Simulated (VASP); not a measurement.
# Si (a cell with a defect) in VASP: relaxation of the atoms with PBEsol

Aim: the relaxation of the atoms of Si (a cell with a defect) with PBEsol.

Program: VASP 6.6.1. These are calculated values, not measurements. Logs are shortened: lines on timing, memory, paths and dates and some standing lists are left out, and cuts for length are marked.

## (1) The cell of the first run

The cell holds a defect, 17 atoms: a = 7.679 Å, b = 7.679 Å, c = 7.679 Å, α = 60.00°, β = 60.00°, γ = 60.00°.

## (2) Relaxation of the atoms, PBEsol

File INCAR:

```
SYSTEM = Si
PREC = Accurate ; ENCUT = 520
EDIFF = 1E-6 ; ISMEAR = -1
SIGMA = 0.02 ; LREAL = Auto
LASPH = .True. ; NELM = 100
ALGO = Normal ; ISIF = 2
LWAVE = .False. ; LCHARG = .False.
GGA = PS ; IBRION = 2
NSW = 80 ; EDIFFG = -0.03
```

File KPOINTS:

```
Automatic mesh
0
Gamma
  2 2 2
  0 0 0
```

File POSCAR:

```
Si
1.0
    0.0000000000      5.4300000000      5.4300000000
    5.4300000000      0.0000000000      5.4300000000
    5.4300000000      5.4300000000      0.0000000000
Si
17
Direct
    0.0000000000      0.0000000000      0.0000000000
    0.1250000000      0.1250000000      0.1250000000
    0.0000000000      0.0000000000      0.5000000000
    0.1250000000      0.1250000000      0.6250000000
    0.0000000000      0.5000000000      0.0000000000
    0.1250000000      0.6250000000      0.1250000000
    0.0000000000      0.5000000000      0.5000000000
    0.1250000000      0.6250000000      0.6250000000
    0.5000000000      0.0000000000      0.0000000000
    0.6250000000      0.1250000000      0.1250000000
    0.5000000000      0.0000000000      0.5000000000
    0.6250000000      0.1250000000      0.6250000000
    0.5000000000      0.5000000000      0.0000000000
    0.6250000000      0.6250000000      0.1250000000
    0.5000000000      0.5000000000      0.5000000000
    0.6250000000      0.6250000000      0.6250000000
    0.3735647200      0.3783784100      0.3771373400
```

Potentials or basis: VASP PAW PBE potentials, release 64 (Si).

The run is started by

```sh
cat potpaw_PBE.64/Si/POTCAR > POTCAR
mpirun -np 1 vasp_std > vasp.out
```

OUTCAR:

```text
SYSTEM = Si
   PREC = Accurate
   ENCUT = 520
   EDIFF = 1E-6
   ISMEAR = -1
   LREAL = Auto
   LASPH = .True.
   NELM = 100
   ISIF = 2
   GGA = PS
   IBRION = 2
   NSW = 80
   EDIFFG = -0.03

 ion  position               nearest neighbor table
   1  0.000  0.000  0.000-   2 2.35   4 2.35   6 2.35  10 2.35
   2  0.125  0.125  0.125-   1 2.35   3 2.35   5 2.35   9 2.35
   3  0.000  0.000  0.500-   2 2.35   4 2.35   8 2.35  12 2.35
   4  0.125  0.125  0.625-   1 2.35   3 2.35   7 2.35  11 2.35  17 2.73
   5  0.000  0.500  0.000-   2 2.35   6 2.35   8 2.35  14 2.35
   6  0.125  0.625  0.125-   1 2.35   5 2.35   7 2.35  13 2.35  17 2.72
   7  0.000  0.500  0.500-  17 2.34   6 2.35   8 2.35  16 2.35   4 2.35
   8  0.125  0.625  0.625-   3 2.35   5 2.35   7 2.35  15 2.35  17 2.69
   9  0.500  0.000  0.000-   2 2.35  10 2.35  12 2.35  14 2.35
  10  0.625  0.125  0.125-   1 2.35   9 2.35  11 2.35  13 2.35  17 2.74
  11  0.500  0.000  0.500-   4 2.35  10 2.35  12 2.35  16 2.35  17 2.37
  12  0.625  0.125  0.625-   3 2.35   9 2.35  11 2.35  15 2.35  17 2.71
  13  0.500  0.500  0.000-   6 2.35  10 2.35  14 2.35  16 2.35  17 2.36
  14  0.625  0.625  0.125-   5 2.35   9 2.35  13 2.35  15 2.35  17 2.70
  15  0.500  0.500  0.500-  17 2.33  12 2.35  14 2.35  16 2.35   8 2.35
  16  0.625  0.625  0.625-   7 2.35  11 2.35  13 2.35  15 2.35
  17  0.374  0.378  0.377-  15 2.33   7 2.34  13 2.36  11 2.37   8 2.69  14 2.70  12 2.71   6 2.72
                             4 2.73  10 2.74

  LATTYP: Found a face centered cubic cell.
 ALAT       =    10.8600000000

  Lattice vectors:

 A1 = (   0.0000000000,   5.4300000000,   5.4300000000)
 A2 = (   5.4300000000,   0.0000000000,   5.4300000000)
 A3 = (   5.4300000000,   5.4300000000,   0.0000000000)

Analysis of symmetry for initial positions (statically):
=====================================================================
 Subroutine PRICEL returns:
 Original cell was already a primitive cell.

 Routine SETGRP: Setting up the symmetry group for a
 face centered cubic supercell.

 Subroutine GETGRP returns: Found  1 space group operations
 (whereof  1 operations were pure point group operations)
 out of a pool of 48 trial point group operations.

The static configuration has the point symmetry C_1 .

Analysis of symmetry for dynamics (positions and initial velocities):
=====================================================================
 Subroutine PRICEL returns:
 Original cell was already a primitive cell.

 Routine SETGRP: Setting up the symmetry group for a
 face centered cubic supercell.

 Subroutine GETGRP returns: Found  1 space group operations
 (whereof  1 operations were pure point group operations)
 out of a pool of 48 trial point group operations.

The dynamic configuration has the point symmetry C_1 .

 Subroutine INISYM returns: Found  1 space group operations
 (whereof  1 operations are pure point group operations),
 and found     1 'primitive' translations

----------------------------------------------------------------------------------------

                                     Primitive cell

  volume of cell :     320.2060

  direct lattice vectors                    reciprocal lattice vectors
     0.000000000  5.430000000  5.430000000    -0.092081031  0.092081031  0.092081031
     5.430000000  0.000000000  5.430000000     0.092081031 -0.092081031  0.092081031
     5.430000000  5.430000000  0.000000000     0.092081031  0.092081031 -0.092081031

  length of vectors
     7.679179644  7.679179644  7.679179644     0.159489025  0.159489025  0.159489025

  position of ions in fractional coordinates (direct lattice)
     0.000000000  0.000000000  0.000000000
     0.125000000  0.125000000  0.125000000
     0.000000000  0.000000000  0.500000000
     0.125000000  0.125000000  0.625000000
     0.000000000  0.500000000  0.000000000
     0.125000000  0.625000000  0.125000000
[... 9 lines left out ...]
     0.625000000  0.625000000  0.625000000
     0.373564720  0.378378410  0.377137340

  ion indices of the primitive-cell ions
   primitive index   ion index
                 1           1
                 2           2
                 3           3
                 4           4
                 5           5
                 6           6
[... 9 lines left out ...]
                16          16
                17          17

----------------------------------------------------------------------------------------

 KPOINTS: Automatic mesh

Automatic generation of k-mesh.
 Grid dimensions read from file:
 generate k-points for:    2    2    2

 Generating k-lattice:

  Cartesian coordinates                     Fractional coordinates (reciprocal lattice)
    -0.046040516  0.046040516  0.046040516     0.500000000  0.000000000  0.000000000
     0.046040516 -0.046040516  0.046040516     0.000000000  0.500000000  0.000000000
     0.046040516  0.046040516 -0.046040516     0.000000000  0.000000000  0.500000000

  Length of vectors
     0.079744512  0.079744512  0.079744512

  Shift w.r.t. Gamma in fractional coordinates (k-lattice)
     0.000000000  0.000000000  0.000000000

 Subroutine IBZKPT returns following result:
 ===========================================

 Found      8 irreducible k-points:

 Following reciprocal coordinates:
            Coordinates               Weight
  0.000000  0.000000  0.000000      1.000000
  0.500000  0.000000  0.000000      1.000000
  0.000000  0.500000  0.000000      1.000000
  0.000000  0.000000  0.500000      1.000000
  0.500000  0.500000  0.500000      1.000000
  0.500000  0.500000  0.000000      1.000000
  0.000000  0.500000  0.500000      1.000000
  0.500000  0.000000  0.500000      1.000000
   k-points           NKPTS =      8   k-points in BZ     NKDIM =      8   number of bands    NBANDS=     43
   number of dos      NEDOS =    301   number of ions     NIONS =     17
   total plane-waves  NPLWV = 216000
   dimension x,y,z NGX =    60 NGY =   60 NGZ =   60
   dimension x,y,z NGXF=   120 NGYF=  120 NGZF=  120
   ions per type =              17
   NGX,Y,Z   is equivalent  to a cutoff of  12.99, 12.99, 12.99 a.u.
   NGXF,Y,Z  is equivalent  to a cutoff of  25.98, 25.98, 25.98 a.u.
 SYSTEM =  Si
   PREC   = accura    normal or accurate (medium, high low for compatibility)
   ISTART =      0    job   : 0-new  1-cont  2-samecut
   ICHARG =      2    charge: 1-file 2-atom 10-const
   ISPIN  =      1    spin polarized calculation?
   LNONCOLLINEAR =      F non collinear calculations
   LSORBIT =      F    spin-orbit coupling
   LASPH  =      T    aspherical Exc in radial PAW
   ENCUT  =  520.0 eV  38.22 Ry    6.18 a.u.  14.28 14.28 14.28*2*pi/ulx,y,z
   NELM   =    100;   NELMIN=  2; NELMDL= -5     # of ELM steps
   EDIFF  = 0.1E-05   stopping-criterion for ELM
   LREAL  =      T    real-space projection
   EDIFFG = -.3E-01   stopping-criterion for IOM
   NSW    =     80    number of steps for IOM
   IBRION =      2    ionic relax: 0-MD 1-quasi-New 2-CG
   NFREE  =      1    steps in history (QN), initial steepest desc. (CG)
   ISIF   =      2    stress and relaxation
   ISYM   =      2    0-nonsym 1-usesym 2-fastsym
   POTIM  = 0.5000    time-step for ionic-motion
   TEBEG  =    0.0;   TEEND  =   0.0 temperature during run
   PSTRESS=    0.0 pullay stress
   NELECT =      68.0000    total number of electrons
   NUPDOWN=      -1.0000    fix difference up-down
   EMIN   =  10.00;   EMAX   =-10.00  energy-range for DOS
   EFERMI =   0.00;   METHOD = LEGACY
   ISMEAR =    -1;   SIGMA  =   0.02  broadening in eV -4-tet -1-fermi 0-gaus
   EFERMI_NEDOS =   21; number of points for ismear=-14 and -15
   IALGO  =     38    algorithm
   IMIX   =      4    mixing-type and parameters
     AMIX     =   0.40;   BMIX     =  1.00
     AMIX_MAG =   1.60;   BMIX_MAG =  1.00
  volume/ion in A,a.u.               =      18.84       127.11
  Fermi-wavevector in a.u.,A,eV,Ry     =   0.976715  1.845724 12.979587  0.953973
  Thomas-Fermi vector in A             =   2.107356
   LORBIT       =      0    0 simple, 1 ext, 2 COOP (PROOUT), +10 PAW based schemes
   GGA     = PS    functional components
   LHFCALC =     F    Hartree Fock is set to
   AEXX    =    0.0000 exact exchange contribution
   IVDW    =     0    specifies the selected vdW correction
   LEPSILON=     F    determine dielectric tensor
   LRPA    =     F    only Hartree local field effects (RPA)
 conjugate gradient relaxation of ions
 non-spin polarized calculation
  energy-cutoff  :      520.00
  volume of cell :      320.21
 maximum number of plane-waves:      8646
 NGX is ok and might be reduce to    60
   NGX = 29   NGY = 29   NGZ = 29

--------------------------------------- Ionic step        1  -------------------------------------------

 number of electron      68.0000003 magnetization

 Free energy of the ion-electron system (eV)
  ---------------------------------------------------
  ext. energy  EPLUGINS =         0.00000000
  ---------------------------------------------------
  free energy    TOTEN  =       -93.80739857 eV

  energy without entropy =      -93.79780294  energy(sigma->0) =      -93.80260075

------------------------ aborting loop because EDIFF is reached ----------------------------------------

  FORCE on cell =-STRESS in cart. coord.  units (eV):
  Direction    XX          YY          ZZ          XY          YZ          ZX
  --------------------------------------------------------------------------------------
  -------------------------------------------------------------------------------------
  Total        7.9715982      7.9592067      7.9593846      0.1358257      0.3799250      0.0533521
  in kB       39.8865525     39.8245503     39.8254404      0.6796151      1.9009860      0.2669515
  external PRESSURE =      39.8455144 kB  Pullay stress =       0.0000000 kB
[... 240 lines left out ...]
  energy  without entropy=      -93.9160788591  energy(sigma->0) =      -93.92200975

--------------------------------------- Ionic step        6  -------------------------------------------

 number of electron      68.0000001 magnetization

 Free energy of the ion-electron system (eV)
  ---------------------------------------------------
  ext. energy  EPLUGINS =         0.00000000
  ---------------------------------------------------
  free energy    TOTEN  =       -93.92833612 eV

  energy without entropy =      -93.91650888  energy(sigma->0) =      -93.92242250

 E-fermi :   6.7923     XC(G=0):  -9.8062

 val. band max:        6.5646614355   @ k =   0.0000   0.0000   0.0000
 cond. band min:       6.8117620117   @ k =   0.5000   0.0000   0.5000
 fundamental gap:      0.2471005762
 Fermi energy:         6.7922513152

 k-point     1 :       0.0000    0.0000    0.0000
  band No.  band energies     occupation
      1      -6.3886      2.00000
      2      -3.8289      2.00000
      3      -3.6833      2.00000
      4      -3.6820      2.00000
      5      -3.6815      2.00000
      6      -2.8782      2.00000
[... 401 lines left out ...]
  FREE ENERGIE OF THE ION-ELECTRON SYSTEM (eV)
  ---------------------------------------------------
  free  energy   TOTEN  =       -93.9283361245 eV

  energy  without entropy=      -93.9165088753  energy(sigma->0) =      -93.92242250

 reached required accuracy - stopping structural energy minimisation
```

Wall time 18 min (1 thread of Oxide Virtual Turin-like, shared host); peak memory 0.5 GiB.

What came out:

```
Free energy                  : -93.9283 eV
Energy gained by relaxing    : 7.1 meV/atom
Ionic steps                  : 6
Pressure after relaxing      : 3.5 GPa
Largest force after relaxing : 0.022 eV/Å
Band gap on the k mesh       : zero (bands 34 and 35 overlap by 0.25 eV)
```

Forces in eV/Å, atoms in the order of the input:
```
Si  -0.001  0.002  0.001
Si   0.000  0.000  0.000
Si   0.000  0.003 -0.004
Si   0.003 -0.005  0.000
Si   0.001 -0.005  0.003
Si   0.002  0.001 -0.004
Si   0.006  0.002  0.003
Si  -0.002  0.002  0.002
Si  -0.003  0.000 -0.001
Si   0.000 -0.001  0.000
Si   0.003  0.004 -0.001
Si   0.006 -0.001  0.007
Si   0.004 -0.002  0.005
Si   0.005  0.006 -0.001
Si   0.003 -0.002 -0.001
Si  -0.007 -0.001 -0.003
Si  -0.020 -0.002 -0.007
```

The path:
```tsv
step	energy change (eV)	largest force (eV/Å)	pressure (GPa)
1	0.0000	1.0180	3.98
2	-0.1172	0.1206	3.51
3	-0.1183	0.1372	3.47
4	-0.1204	0.0474	3.48
5	-0.1205	0.0570	3.48
6	-0.1209	0.0215	3.48
```

Final structure:
```
CELL_PARAMETERS angstrom
0.00000 5.43000 5.43000
5.43000 0.00000 5.43000
5.43000 5.43000 0.00000
ATOMIC_POSITIONS crystal
Si 0.00043 0.00056 0.00052
Si 0.12502 0.12496 0.12498
Si 0.00052 0.00065 0.49837
Si 0.12199 0.12210 0.62798
Si 0.00054 0.49834 0.00064
Si 0.12199 0.62800 0.12207
Si 0.99312 0.50224 0.50226
Si 0.12199 0.62806 0.62805
Si 0.49844 0.00060 0.00056
Si 0.62791 0.12211 0.12209
Si 0.50193 0.99422 0.50189
Si 0.62797 0.12210 0.62800
Si 0.50203 0.50197 0.99394
Si 0.62798 0.62803 0.12207
Si 0.50256 0.50245 0.50248
Si 0.62466 0.62580 0.62550
Si 0.37449 0.37617 0.37573
```

Caveat: the k points lie up to 0.50 Å⁻¹ apart; the PAW data sets were made with another functional, which shifts forces and pressure a little.
